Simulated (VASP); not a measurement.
TiAl, 2 atoms in the cell. Symmetry: Pm-3m, No. 221, cubic system. The conventional cell has a = 3.179 Å, b = 3.179 Å, c = 3.179 Å, α = 90.00°, β = 90.00°, γ = 90.00°. Ti (site symmetry m-3m) has 8 Al at 2.75 Å and 6 Ti at 3.18 Å within 3.6 Å. Al (site symmetry m-3m) has 8 Ti at 2.75 Å and 6 Al at 3.18 Å within 3.6 Å. 

```yaml
Program: VASP 6.6.1
Task: relaxation of cell and atoms
Functional: PBEsol
Potentials_or_basis: VASP PAW PBE potentials, release 64 (Ti_sv, Al)
Cutoff: 600 eV
k_mesh: 8 × 8 × 8
Occupations: fermi-dirac, width 0.05 eV
Spin: no spin polarisation
Target_pressure: 5 GPa
Dipole_correction: no
Further_INCAR_settings: ALGO = Normal; EDIFF = 1e-06; IBRION = 2; EDIFFG = -0.02; NSW = 80; ISIF = 3
```

Potentials or basis: VASP PAW PBE potentials, release 64 (Ti_sv, Al).

The run is started by

```sh
$ cat potpaw_PBE.64/Ti_sv/POTCAR potpaw_PBE.64/Al/POTCAR > POTCAR
$ mpirun -np 1 vasp_std > vasp.out
```

Hardware: 1 thread of Intel Xeon 8259CL, with other jobs on the host.

Q: How long does it take, and how much memory?

A: Wall time 74 s on 1 thread of Intel Xeon 8259CL (shared host), peak memory 0.17 GiB. Counts: scf iterations 34, k points 35, ion steps 3.
